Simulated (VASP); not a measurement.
# Zr2PdC2: single point with PBE

Zr2PdC2:

```xyz
5
Lattice="-2.2059 2.2059 3.6467 2.2059 -2.2059 3.6467 2.2059 2.2059 -3.6467" Properties=species:S:1:pos:R:3 pbc="T T T"
Zr    0.0000    2.2059    1.8234
Zr    2.2059    0.0000    1.8234
Pd    0.0000    0.0000    0.0000
C     0.0000    0.0000    2.9286
C     0.0000    0.0000    4.3648
```

```yaml
Program: VASP 6.6.1
Task: single point
Functional: PBE
Potentials_or_basis: VASP PAW PBE potentials, release 64 (Zr_sv, Pd, C)
Cutoff: 520 eV
k_mesh: 12 × 12 × 12
Occupations: gaussian, width 0.1 eV
Spin: no spin polarisation
Dipole_correction: no
Further_INCAR_settings: ALGO = Normal; EDIFF = 1e-06; NBANDS = 29
```

```
Pressure               : 0.2 GPa
Largest force          : 0.051 eV/Å
Band gap on the k mesh : zero (bands 21 and 22 overlap by 1.16 eV)
```

Forces in eV/Å, atoms in the order of the input:
```
Zr   0.000  0.000  0.000
Zr   0.000  0.000  0.000
Pd   0.000  0.000  0.000
C    0.000  0.000 -0.051
C    0.000  0.000  0.051
```

Stress tensor (GPa, compression positive):
```
0.12 0.00 0.00
0.00 0.12 0.00
0.00 0.00 0.25
```

Levels at points of the mesh, in eV from the Fermi level:
| k point | band 19 | band 20 | band 21 | band 22 | band 23 | band 24 |
| --- | --- | --- | --- | --- | --- | --- |
| (0.00, 0.00, 0.00) | -0.75 | -0.10 | 0.78 | 0.78 | 1.50 | 2.57 |
| (0.50, 0.00, 0.00) | -0.93 | -0.69 | -0.65 | 0.01 | 0.09 | 1.02 |
| (0.50, 0.50, 0.00) | -1.65 | -0.76 | -0.65 | -0.02 | 0.10 | 1.34 |
| (0.50, 0.50, 0.50) | -1.14 | -0.63 | 0.15 | 0.15 | 1.79 | 1.93 |

It took 12 min on 1 thread of Oxide Virtual Turin-like Processor, with other jobs on the host, peak memory 0.41 GiB.
